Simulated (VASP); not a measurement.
# AlInAsP3 (P4/mmm) in VASP: further runs

AlInAsP3 is run at these levels: PBE; tasks: single point, relaxation of cell and atoms.

Everything below comes from runs of VASP 6.6.1. Logs are shortened: lines on timing, memory, paths and dates and some standing lists are left out, and cuts for length are marked.

### 1 The cell of the first run

The structure is tetragonal, space group P4/mmm (No. 123). Conventional cell: a = 3.828 Å, b = 3.828 Å, c = 9.617 Å, α = 90.00°, β = 90.00°, γ = 90.00°. Al (site symmetry 4/mmm) has 4 In at 2.71 Å within 3.6 Å. Within 3.5 Å of In (site symmetry 4/mmm) lie 2 P at 2.64 Å and 4 Al at 2.71 Å. P (site symmetry 4mm) has 1 P at 2.17 Å and 1 In at 2.64 Å within 2.9 Å. P (site symmetry 4/mmm) has 2 P at 2.17 Å and 4 As at 2.71 Å within 2.9 Å. As (site symmetry 4/mmm) has 12 P at 2.71 to 3.47 Å within 3.6 Å.

The cell was built from a structure type or drawn by symmetry, and may not be a known phase.

### 2 Single point, PBE

File INCAR:

```
PREC = Accurate
ENCUT = 500
EDIFF = 1E-6
ISMEAR = 0
SIGMA = 0.1
LREAL = False
LASPH = True
NELM = 120
ALGO = Normal
ISIF = 2
LWAVE = False
LCHARG = True
GGA = PE
LELF = True
LVHAR = True
NBANDS = 27
GGA_COMPAT = False
```

File KPOINTS:

```
regular mesh
0
Gamma
  10 10 4
```

File POSCAR:

```
AlInAsP3
1.0
    3.8278155510      0.0000000000      0.0000000000
    0.0000000000      3.8278155510      0.0000000000
    0.0000000000      0.0000000000      9.6165569461
Al In P As
1 1 3 1
Direct
    0.5000000000      0.5000000000      0.0000000000
    0.0000000000      0.0000000000      0.0000000000
    0.0000000000      0.0000000000      0.7252288685
    0.0000000000      0.0000000000      0.2747711315
    0.0000000000      0.0000000000      0.5000000000
    0.5000000000      0.5000000000      0.5000000000
```

Potentials or basis: VASP PAW PBE potentials, release 64 (Al, In_d, P, As).

The run is started by

```console
cat potpaw_PBE.64/Al/POTCAR potpaw_PBE.64/In_d/POTCAR potpaw_PBE.64/P/POTCAR potpaw_PBE.64/As/POTCAR > POTCAR
mpirun -np 1 vasp_std > vasp.out
```

OUTCAR:

```text
PREC = Accurate
   ENCUT = 500
   EDIFF = 1E-6
   ISMEAR = 0
   LREAL = False
   LASPH = True
   NELM = 120
   ISIF = 2
   GGA = PE

 ion  position               nearest neighbor table
   1  0.500  0.500  0.000-   2 2.71   2 2.71   2 2.71   2 2.71
   2  0.000  0.000  0.000-   3 2.64   4 2.64   1 2.71   1 2.71   1 2.71   1 2.71
   3  0.000  0.000  0.725-   5 2.17   2 2.64
   4  0.000  0.000  0.275-   5 2.17   2 2.64
   5  0.000  0.000  0.500-   3 2.17   4 2.17   6 2.71   6 2.71   6 2.71   6 2.71
   6  0.500  0.500  0.500-   5 2.71   5 2.71   5 2.71   5 2.71

  LATTYP: Found a simple tetragonal cell.
 ALAT       =     3.8278155510
 C/A-ratio  =     2.5122832639

  Lattice vectors:

 A1 = (   3.8278155510,   0.0000000000,   0.0000000000)
 A2 = (   0.0000000000,   3.8278155510,   0.0000000000)
 A3 = (   0.0000000000,   0.0000000000,   9.6165569461)

Analysis of symmetry for initial positions (statically):
=====================================================================
 Subroutine PRICEL returns:
 Original cell was already a primitive cell.

 Routine SETGRP: Setting up the symmetry group for a
 simple tetragonal supercell.

 Subroutine GETGRP returns: Found 16 space group operations
 (whereof 16 operations were pure point group operations)
 out of a pool of 16 trial point group operations.

The static configuration has the point symmetry D_4h.

Analysis of symmetry for dynamics (positions and initial velocities):
=====================================================================
 Subroutine PRICEL returns:
 Original cell was already a primitive cell.

 Routine SETGRP: Setting up the symmetry group for a
 simple tetragonal supercell.

 Subroutine GETGRP returns: Found 16 space group operations
 (whereof 16 operations were pure point group operations)
 out of a pool of 16 trial point group operations.

The dynamic configuration has the point symmetry D_4h.

 Subroutine INISYM returns: Found 16 space group operations
 (whereof 16 operations are pure point group operations),
 and found     1 'primitive' translations

----------------------------------------------------------------------------------------

                                     Primitive cell

  volume of cell :     140.9034

  direct lattice vectors                    reciprocal lattice vectors
[... 97 lines left out ...]
   EDIFFG = 0.1E-04   stopping-criterion for IOM
   NSW    =      0    number of steps for IOM
   IBRION =     -1    ionic relax: 0-MD 1-quasi-New 2-CG
   NFREE  =      0    steps in history (QN), initial steepest desc. (CG)
   ISIF   =      2    stress and relaxation
   ISYM   =      2    0-nonsym 1-usesym 2-fastsym
   POTIM  = 0.5000    time-step for ionic-motion
   TEBEG  =    0.0;   TEEND  =   0.0 temperature during run
   PSTRESS=    0.0 pullay stress
   NELECT =      36.0000    total number of electrons
   NUPDOWN=      -1.0000    fix difference up-down
   EMIN   =  10.00;   EMAX   =-10.00  energy-range for DOS
   EFERMI =   0.00;   METHOD = LEGACY
   ISMEAR =     0;   SIGMA  =   0.10  broadening in eV -4-tet -1-fermi 0-gaus
   EFERMI_NEDOS =   21; number of points for ismear=-14 and -15
   IALGO  =     38    algorithm
   IMIX   =      4    mixing-type and parameters
     AMIX     =   0.40;   BMIX     =  1.00
     AMIX_MAG =   1.60;   BMIX_MAG =  1.00
  volume/ion in A,a.u.               =      23.48       158.48
  Fermi-wavevector in a.u.,A,eV,Ry     =   1.038808  1.963062 14.682336  1.079121
  Thomas-Fermi vector in A             =   2.173309
   LORBIT       =      0    0 simple, 1 ext, 2 COOP (PROOUT), +10 PAW based schemes
   GGA     = PE    functional components
   LHFCALC =     F    Hartree Fock is set to
   AEXX    =    0.0000 exact exchange contribution
   IVDW    =     0    specifies the selected vdW correction
   LEPSILON=     F    determine dielectric tensor
   LRPA    =     F    only Hartree local field effects (RPA)
 non-spin polarized calculation
 Gauss-broadening in eV      SIGMA  =   0.10
  energy-cutoff  :      500.00
  volume of cell :      140.90
 maximum number of plane-waves:      3612
 NGX is ok and might be reduce to    28
   NGX = 13   NGY = 13   NGZ = 35

 number of electron      35.9999992 magnetization

 Free energy of the ion-electron system (eV)
  ---------------------------------------------------
  ext. energy  EPLUGINS =         0.00000000
  ---------------------------------------------------
  free energy    TOTEN  =       -22.17088831 eV

  energy without entropy =      -22.15177080  energy(sigma->0) =      -22.16132955

 E-fermi :   4.8116     XC(G=0):  -9.3623

 val. band max:        4.8087857641   @ k =   0.0000   0.0000   0.0000
 cond. band min:       4.8150442665   @ k =   0.2000   0.2000   0.5000
 fundamental gap:      0.0062585024
 Fermi energy:         4.8116291192

 k-point     1 :       0.0000    0.0000    0.0000
  band No.  band energies     occupation
      1      -9.9598      2.00000
      2      -9.8098      2.00000
      3      -9.8046      2.00000
      4      -9.6763      2.00000
      5      -9.6763      2.00000
      6      -9.2927      2.00000
[... 709 lines left out ...]
     26       9.6162      0.00000
     27      10.1142      0.00000

 [... further k-points ...]

------------------------ aborting loop because EDIFF is reached ----------------------------------------

  FORCE on cell =-STRESS in cart. coord.  units (eV):
  Direction    XX          YY          ZZ          XY          YZ          ZX
  --------------------------------------------------------------------------------------
  -------------------------------------------------------------------------------------
  Total       -0.0616027     -0.0616027     -0.1296480      0.0000000      0.0000000     -0.0000000
  in kB       -0.7004685     -0.7004685     -1.4741943      0.0000000      0.0000000     -0.0000000
  external PRESSURE =      -0.9583771 kB  Pullay stress =       0.0000000 kB

 VOLUME and BASIS-vectors are now :
 -----------------------------------------------------------------------------
  energy-cutoff  :      500.00
  volume of cell :      140.90
      direct lattice vectors                 reciprocal lattice vectors
     3.827815551  0.000000000  0.000000000     0.261245608  0.000000000  0.000000000
     0.000000000  3.827815551  0.000000000     0.000000000  0.261245608  0.000000000
     0.000000000  0.000000000  9.616556946     0.000000000  0.000000000  0.103987322

 POSITION                                       TOTAL-FORCE (eV/Angst)
 -----------------------------------------------------------------------------------
      1.91391      1.91391      0.00000         0.000000      0.000000      0.000000
      0.00000      0.00000      0.00000         0.000000      0.000000      0.000000
      0.00000      0.00000      6.97420         0.000000     -0.000000     -0.031390
      0.00000      0.00000      2.64235        -0.000000      0.000000      0.031390
      0.00000      0.00000      4.80828         0.000000      0.000000      0.000000
      1.91391      1.91391      4.80828         0.000000      0.000000      0.000000
 -----------------------------------------------------------------------------------
    total drift:                               -0.000000     -0.000000     -0.000000

  FREE ENERGIE OF THE ION-ELECTRON SYSTEM (eV)
  ---------------------------------------------------
  free  energy   TOTEN  =       -22.1708883120 eV

  energy  without entropy=      -22.1517707955  energy(sigma->0) =      -22.16132955
```

stdout:

```text
POSCAR found type information on POSCAR AlInP As
 POSCAR found :  4 types and       6 ions
 scaLAPACK will be used
 LDA part: xc-table for (Slater+PW92), standard interpolation
 POSCAR, INCAR and KPOINTS ok, starting setup
 FFT: planning ... GRIDC
 FFT: planning ... GRID_SOFT
 FFT: planning ... GRID
 WAVECAR not read
 entering main loop
```

Run time: 6.3 min. Hardware: 1 thread of Intel Xeon 8259CL, shared host; peak memory 0.38 GiB.

What came out:

```
Free energy            : -22.1709 eV
Pressure               : -0.1 GPa
Largest force          : 0.031 eV/Å
Band gap on the k mesh : zero (bands 18 and 19 overlap by 1.85 eV)
```

Forces on the atoms (eV/Å):
```
Al   0.000  0.000  0.000
In   0.000  0.000  0.000
P    0.000  0.000 -0.031
P    0.000  0.000  0.031
P    0.000  0.000  0.000
As   0.000  0.000  0.000
```

Levels at points of the mesh, in eV from the Fermi level:
| k point | band 14 | band 15 | band 16 | band 17 | band 18 | band 19 | band 20 | band 21 | band 22 | band 23 |
| --- | --- | --- | --- | --- | --- | --- | --- | --- | --- | --- |
| (0.00, 0.00, 0.00) | -0.46 | -0.08 | -0.08 | 0.00 | 0.00 | 0.67 | 1.21 | 2.01 | 2.01 | 3.21 |
| (0.50, 0.00, 0.00) | -2.15 | -1.85 | -0.64 | -0.53 | 0.21 | 0.30 | 0.45 | 1.40 | 2.33 | 2.83 |
| (0.50, 0.50, 0.00) | -3.34 | -3.27 | -2.71 | -2.07 | -2.07 | -0.80 | 0.04 | 0.04 | 2.19 | 2.75 |
| (0.00, 0.00, 0.50) | -1.40 | -0.56 | -0.56 | -0.32 | 1.05 | 1.05 | 1.34 | 1.34 | 2.28 | 2.33 |
| (0.50, 0.00, 0.50) | -2.29 | -2.13 | -1.54 | -0.53 | -0.17 | 0.10 | 0.65 | 1.19 | 1.87 | 2.94 |
| (0.50, 0.50, 0.50) | -3.53 | -2.74 | -1.30 | -1.30 | -1.03 | -0.81 | -0.81 | -0.66 | -0.09 | 1.82 |

Caveat: spin-orbit coupling is left out, which moves the levels of the heavy elements.

### 3 Relaxation of cell and atoms, PBE

This run uses another cell than the first one, of 24.72 Å³/atom.

File INCAR:

```
PREC = Accurate
ENCUT = 500
EDIFF = 1E-7
ISMEAR = 0
SIGMA = 0.1
LREAL = False
LASPH = True
NELM = 120
ALGO = Normal
ISIF = 3
LWAVE = False
LCHARG = False
GGA = PE
IBRION = 2
NSW = 90
EDIFFG = -0.04
GGA_COMPAT = False
NELMIN = 4
```

File KPOINTS:

```
regular mesh
0
Gamma
  4 4 4
```

File POSCAR:

```
AlInAsP3
1.0
    4.5506357300      0.0000000000      0.0000000000
    0.0000000000      4.5506357300      0.0000000000
    0.0000000000      0.0000000000      7.1624682700
Al In P As
1 1 3 1
Direct
    0.5000000000      0.5000000000      0.0000000000
    0.0000000000      0.0000000000      0.0000000000
    0.0000000000      0.0000000000      0.7308018300
    0.0000000000      0.0000000000      0.2691981700
    0.0000000000      0.0000000000      0.5000000000
    0.5000000000      0.5000000000      0.5000000000
```

Potentials or basis: VASP PAW PBE potentials, release 64 (Al, In_d, P, As).

The run is started by

```console
cat potpaw_PBE.64/Al/POTCAR potpaw_PBE.64/In_d/POTCAR potpaw_PBE.64/P/POTCAR potpaw_PBE.64/As/POTCAR > POTCAR
mpirun -np 1 vasp_std > vasp.out
```

OUTCAR:

```text
PREC = Accurate
   ENCUT = 500
   EDIFF = 1E-7
   ISMEAR = 0
   LREAL = False
   LASPH = True
   NELM = 120
   ISIF = 3
   GGA = PE
   IBRION = 2
   NSW = 90
   EDIFFG = -0.04
   NELMIN = 4

 ion  position               nearest neighbor table
   1  0.500  0.500  0.000-   2 3.22   2 3.22   2 3.22   2 3.22
   2  0.000  0.000  0.000-   3 1.93   4 1.93   1 3.22   1 3.22   1 3.22   1 3.22
   3  0.000  0.000  0.731-   5 1.65   2 1.93
   4  0.000  0.000  0.269-   5 1.65   2 1.93
   5  0.000  0.000  0.500-   3 1.65   4 1.65
   6  0.500  0.500  0.500-

  LATTYP: Found a simple tetragonal cell.
 ALAT       =     4.5506357300
 C/A-ratio  =     1.5739489370

  Lattice vectors:

 A1 = (   4.5506357300,   0.0000000000,   0.0000000000)
 A2 = (   0.0000000000,   4.5506357300,   0.0000000000)
 A3 = (   0.0000000000,   0.0000000000,   7.1624682700)

Analysis of symmetry for initial positions (statically):
=====================================================================
 Subroutine PRICEL returns:
 Original cell was already a primitive cell.

 Routine SETGRP: Setting up the symmetry group for a
 simple tetragonal supercell.

 Subroutine GETGRP returns: Found 16 space group operations
 (whereof 16 operations were pure point group operations)
 out of a pool of 16 trial point group operations.

The static configuration has the point symmetry D_4h.

Analysis of symmetry for dynamics (positions and initial velocities):
=====================================================================
 Subroutine PRICEL returns:
 Original cell was already a primitive cell.

 Routine SETGRP: Setting up the symmetry group for a
 simple tetragonal supercell.

 Subroutine GETGRP returns: Found 16 space group operations
 (whereof 16 operations were pure point group operations)
 out of a pool of 16 trial point group operations.

The dynamic configuration has the point symmetry D_4h.

 Subroutine INISYM returns: Found 16 space group operations
 (whereof 16 operations are pure point group operations),
 and found     1 'primitive' translations

[... 131 lines left out ...]
 maximum number of plane-waves:      3802
 NGX is ok and might be reduce to    36
   NGX = 17   NGY = 17   NGZ = 27

--------------------------------------- Ionic step        1  -------------------------------------------

 number of electron      36.0000005 magnetization

 Free energy of the ion-electron system (eV)
  ---------------------------------------------------
  ext. energy  EPLUGINS =         0.00000000
  ---------------------------------------------------
  free energy    TOTEN  =        -9.72631879 eV

  energy without entropy =       -9.71410985  energy(sigma->0) =       -9.72021432

------------------------ aborting loop because EDIFF is reached ----------------------------------------

  FORCE on cell =-STRESS in cart. coord.  units (eV):
  Direction    XX          YY          ZZ          XY          YZ          ZX
  --------------------------------------------------------------------------------------
  -------------------------------------------------------------------------------------
  Total       -1.9205364     -1.9205364     99.1396373      0.0000000      0.0000000     -0.0000000
  in kB      -20.7456129    -20.7456129   1070.9052617      0.0000000      0.0000000     -0.0000000
  external PRESSURE =     343.1380120 kB  Pullay stress =       0.0000000 kB
[... 101 lines left out ...]
  FREE ENERGIE OF THE ION-ELECTRON SYSTEM (eV)
  ---------------------------------------------------
  free  energy   TOTEN  =       -19.7065643010 eV

  energy  without entropy=      -19.6714022236  energy(sigma->0) =      -19.68898326

 E-fermi :   4.3605     XC(G=0):  -9.1608

 val. band max:        4.3494269071   @ k =   0.0000   0.0000   0.0000
 cond. band min:       4.3791154925   @ k =   0.5000   0.2500   0.2500
 fundamental gap:      0.0296885854
 Fermi energy:         4.3605292156

 k-point     1 :       0.0000    0.0000    0.0000
  band No.  band energies     occupation
      1     -10.3701      2.00000
      2     -10.2941      2.00000
      3     -10.2937      2.00000
      4     -10.1561      2.00000
      5     -10.1561      2.00000
      6      -9.3687      2.00000
[... 439 lines left out ...]
     21       3.7983      2.00000
     22       4.0865      1.99989

[... ionic steps 4 to 16 ...]

--------------------------------------- Ionic step       17  -------------------------------------------

 number of electron      36.0000020 magnetization

------------------------ aborting loop because EDIFF is reached ----------------------------------------
[... 75 lines left out ...]
--------------------------------------- Ionic step       19  -------------------------------------------

 number of electron      36.0000018 magnetization

 Free energy of the ion-electron system (eV)
  ---------------------------------------------------
  ext. energy  EPLUGINS =         0.00000000
  ---------------------------------------------------
  free energy    TOTEN  =       -22.10845289 eV

  energy without entropy =      -22.07285180  energy(sigma->0) =      -22.09065234

 E-fermi :   4.8560     XC(G=0):  -9.3641

 val. band max:        4.8438208083   @ k =   0.0000   0.0000   0.0000
 cond. band min:       4.8698482272   @ k =   0.5000   0.2500   0.2500
 fundamental gap:      0.0260274189
 Fermi energy:         4.8559908367

 k-point     1 :       0.0000    0.0000    0.0000
  band No.  band energies     occupation
      1      -9.9805      2.00000
      2      -9.8590      2.00000
      3      -9.8542      2.00000
      4      -9.7168      2.00000
      5      -9.7168      2.00000
      6      -9.3123      2.00000
[... 472 lines left out ...]
  FREE ENERGIE OF THE ION-ELECTRON SYSTEM (eV)
  ---------------------------------------------------
  free  energy   TOTEN  =       -22.1084528879 eV

  energy  without entropy=      -22.0728517965  energy(sigma->0) =      -22.09065234

 reached required accuracy - stopping structural energy minimisation
```

CONTCAR:

```text
AlInAsP3
   1.00000000000000
     3.8184610612431560   -0.0000000000000000   -0.0000000000000000
     0.0000000000000000    3.8184610612431560    0.0000000000000000
    -0.0000000000000000    0.0000000000000000    9.6600066597183112
  Al              In              P               As
     1     1     3     1
Direct
     0.5000000000000000    0.5000000000000000    0.0000000000000000
     0.0000000000000000    0.0000000000000000    0.0000000000000000
     0.0000000000000000    1.0000000000000000    0.7229695463961708
     0.0000000000000000    0.0000000000000000    0.2770304536038293
     1.0000000000000000    0.0000000000000000    0.5000000000000000
     0.5000000000000000    0.5000000000000000    0.5000000000000000

  0.00000000E+00  0.00000000E+00  0.00000000E+00
  0.00000000E+00  0.00000000E+00  0.00000000E+00
  0.00000000E+00  0.00000000E+00  0.00000000E+00
  0.00000000E+00  0.00000000E+00  0.00000000E+00
  0.00000000E+00  0.00000000E+00  0.00000000E+00
  0.00000000E+00  0.00000000E+00  0.00000000E+00
```

It took 25 min on 1 thread of Intel Xeon 8259CL, shared host; peak memory 0.31 GiB.

What came out:

- Free energy: -22.1085 eV
- Relaxed volume: 23.47 Å³/atom
- Relaxed cell: a = 3.818 Å, b = 3.818 Å, c = 9.660 Å, α = 90.00°, β = 90.00°, γ = 90.00°
- Space group after relaxing (to 0.1 Å): P4/mmm (No. 123)
- Energy gained by relaxing: 2063.7 meV/atom
- Ionic steps: 19
- Pressure after relaxing: 0.0 GPa
- Largest force after relaxing: 0.024 eV/Å

Forces on the atoms (eV/Å):
```
Al   0.000  0.000  0.000
In   0.000  0.000  0.000
P    0.000  0.000  0.024
P    0.000  0.000 -0.024
P    0.000  0.000  0.000
As   0.000  0.000  0.000
```

Step by step:
| step | energy change (eV) | largest force (eV/Å) | pressure (GPa) | volume (Å³) |
| --- | --- | --- | --- | --- |
| 1 | 0.0000 | 5.0197 | 34.31 | 148.32 |
| 2 | -5.9340 | 0.4331 | -8.84 | 258.39 |
| 3 | -9.9802 | 2.1430 | -5.06 | 196.46 |
| 4 | -10.0060 | 2.2626 | -4.70 | 194.93 |
| 5 | -10.0245 | 2.4762 | -4.01 | 192.39 |
| 6 | -11.2438 | 1.3752 | -5.52 | 175.17 |
| 7 | -12.0814 | 0.7715 | -4.70 | 156.45 |
| 8 | -11.1129 | 1.4826 | 13.17 | 120.67 |
| 9 | -12.2910 | 0.4207 | -2.88 | 148.28 |
| 10 | -12.3310 | 0.0617 | -0.89 | 141.97 |
| 11 | -12.3345 | 0.1727 | -1.50 | 143.69 |
| 12 | -12.3638 | 0.2524 | 1.27 | 137.73 |
| 13 | -12.3722 | 0.1048 | 0.32 | 139.59 |
| 14 | -12.3778 | 0.0699 | 0.09 | 140.35 |
| 15 | -12.3810 | 0.0356 | -0.18 | 141.34 |
| 16 | -12.3811 | 0.0288 | -0.23 | 141.56 |
| 17 | -12.3817 | 0.0583 | 0.10 | 140.78 |
| 18 | -12.3818 | 0.0510 | 0.02 | 140.97 |
| 19 | -12.3821 | 0.0242 | 0.01 | 140.85 |

Final structure:
```
Al In P As
1.0
     3.81846    0.00000    0.00000
     0.00000    3.81846    0.00000
     0.00000    0.00000    9.66001
Al In P As
1 1 3 1
Direct
  0.50000 0.50000 0.00000
  0.00000 0.00000 0.00000
  0.00000 0.00000 0.72297
  0.00000 0.00000 0.27703
  0.00000 0.00000 0.50000
  0.50000 0.50000 0.50000
```

Caveat: the highest band is partly filled, so the run has too few bands; a cell axis changed by over 15 % at a fixed basis, so the end point is rough; spin-orbit coupling is left out, which moves the levels of the heavy elements.

(Continued in part 2 of 2.)
